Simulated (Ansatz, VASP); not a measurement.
LiCl in VASP and in Ansatz

POSCAR

```
LiCl
1.0
    0.0000000000      2.5560369945      2.5560369945
    2.5560369945      0.0000000000      2.5560369945
    2.5560369945      2.5560369945      0.0000000000
Li Cl
1 1
Direct
    0.0000000000      0.0000000000      0.0000000000
    0.5000000000      0.5000000000      0.5000000000
```

INCAR.step1

```
SYSTEM = LiCl
PREC = Accurate
ENCUT = 520
EDIFF = 1E-5
ISMEAR = 0
SIGMA = 0.01
LREAL = .FALSE.
LASPH = .TRUE.
NELM = 60
ALGO = Normal
ISIF = 2
LWAVE = .TRUE.
NBANDS = 12
GGA = PE
```

File INCAR.step2:

```
SYSTEM = LiCl
PREC = Accurate
ENCUT = 520
EDIFF = 1E-7
ISMEAR = 0
SIGMA = 0.01
LREAL = .FALSE.
LASPH = .TRUE.
NELM = 60
ALGO = Normal
ISIF = 2
LWAVE = .FALSE.
LCHARG = .TRUE.
GGA = PE
LHFCALC = .TRUE.
HFSCREEN = 0.2079
PRECFOCK = Normal
LELF = .TRUE.
LVHAR = .TRUE.
NBANDS = 12
ISTART = 1
```

KPOINTS

```
regular mesh
0
G
  4 4 4
  0 0 0
```

Input for Ansatz:

```yaml
crystal:
  lattice:
    - [0.0, 2.5560369945, 2.5560369945]
    - [2.5560369945, 0.0, 2.5560369945]
    - [2.5560369945, 2.5560369945, 0.0]
  atoms:
    - { symbol: Li, position: [0.0, 0.0, 0.0] }
    - { symbol: Cl, position: [0.5, 0.5, 0.5] }
kpoints:
  mp_grid: { grid: [4, 4, 4] }
hamiltonian:
  xc: hse06
scf:
  occupations: { method: fixed }
  n_extra_bands: 4
output:
  forces: true
  stress: true
  eigenvalues: true
  write_density: true
  write_potential: true
  elf: true
  volumetric_format: npy
```

Alike in both runs: task single point; functional HSE06; k mesh 4 × 4 × 4; no spin polarisation.

|  | VASP | Ansatz |
| --- | --- | --- |
| version | VASP 6.6.1 | Ansatz 0.2.0 |
| potentials or method | VASP PAW PBE potentials, release 64 (Li_sv, Cl) | plane waves, PAW |
| plane-wave cutoff (eV) | 520 | 420 |
| occupations | gaussian, width 0.01 eV | fixed |
| valence electrons in the cell | 10 | 10 |

```tsv
	VASP	Ansatz	Ansatz less VASP
gap on the k mesh at the Fermi level (eV)	7.80	7.79	-0.007
```

Ansatz's warnings: stress exchange threshold loose, stress scf threshold loose.

The k mesh is coarse, so the values compare programs but aren't converged. Noted on VASP's run: the cutoff is short for stress, so the pressure is rough.
